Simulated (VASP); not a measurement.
Gd:

```
Gd
1.0
    -2.02500    2.02500    2.02500
     2.02500   -2.02500    2.02500
     2.02500    2.02500   -2.02500
Gd
1
Direct
  0.00000 0.00000 0.00000
```

This isn't the form of Gd at room conditions, which is hcp.

| Item | Value |
| --- | --- |
| Program | VASP 6.6.1 |
| Task | relaxation of cell and atoms |
| Functional | PBEsol |
| Dispersion | D4 |
| Potentials or basis | VASP PAW PBE potentials, release 64 (Gd) |
| Cutoff | 600 eV |
| k mesh | 7 × 7 × 7 |
| Occupations | methfessel-paxton, width 0.1 eV |
| Spin | non-collinear spin, typed start |
| Starting moments | [[0.0, 0.0, 7.0]] μB |
| Hubbard terms | Gd f U = 3.0 eV |

At the start: pressure -3.6 GPa; volume 33.22 Å³/atom.

Task: How do energy, volume and symmetry change on relaxing?

Result: Over 9 steps the energy falls by 17.3 meV/atom and the volume is 30.23 Å³/atom (-9.0 %); space group Im-3m (No. 229, to 0.1 Å) before and after; moment 7.64 μB per cell.

The path:
```tsv
step	energy change (eV)	largest force (eV/Å)	pressure (GPa)	volume (Å³)
1	0.0000	0.0000	-3.62	33.22
2	-0.0166	0.0000	0.54	29.74
3	-0.0161	0.0000	-0.31	31.14
4	-0.0169	0.0000	-0.17	30.61
5	-0.0172	0.0000	0.12	30.14
6	-0.0172	0.0000	-0.16	30.33
7	-0.0173	0.0000	0.07	30.22
8	-0.0172	0.0000	-0.12	30.28
9	-0.0173	0.0000	0.02	30.23
```

Final structure:
```
Gd
1.0
    -1.96256    1.96256    1.96236
     1.96256   -1.96256    1.96236
     1.96256    1.96256   -1.96236
Gd
1
Direct
  0.00000 0.00000 0.00000
```

Caveat: the PAW data sets were made with another functional, which shifts forces and pressure a little.
